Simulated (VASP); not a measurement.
Input of a VASP 6.6.1 run:

POSCAR

```
HgTe
1.0
    0.0000000000      3.3300000000      3.3300000000
    3.3300000000      0.0000000000      3.3300000000
    3.3300000000      3.3300000000      0.0000000000
Hg Te
1 1
Direct
    0.0000000000      0.0000000000      0.0000000000
    0.2500000000      0.2500000000      0.2500000000
```

INCAR.step1

```
PREC = Accurate
ENCUT = 520
ISMEAR = -1
SIGMA = 0.02
LREAL = F
LASPH = T
NELM = 60
NBANDS = 16
GGA = PE
ALGO = Normal
EDIFF = 1E-4
LWAVE = T
LCHARG = F
```

INCAR.step2

```
PREC = Accurate
ENCUT = 520
EDIFF = 1E-6
ISMEAR = -1
SIGMA = 0.02
LREAL = F
LASPH = T
NELM = 60
ALGO = Normal
ISIF = 2
LWAVE = F
LCHARG = F
METAGGA = R2SCAN
LMIXTAU = T
NBANDS = 16
ISTART = 1
```

KPOINTS

```
Automatic mesh
0
Gamma
  6 6 6
```

Potentials or basis: VASP PAW PBE potentials, release 64 (Hg, Te).

Run with:

```bash
$ cat potpaw_PBE.64/Hg/POTCAR potpaw_PBE.64/Te/POTCAR > POTCAR
$ cp INCAR.step1 INCAR
$ mpirun -np 1 vasp_std > vasp.out
$ cp INCAR.step2 INCAR
$ mpirun -np 1 vasp_std > vasp.out
```

(1) Estimate the band gap on the k mesh.

(2) What does it give for the pressure?

Answers

(1) zero (filled and empty bands touch).

(2) -1.3 GPa.

Caveat: the PAW data sets were made with another functional, which shifts forces and pressure a little; spin-orbit coupling is left out, which moves the levels of the heavy elements.
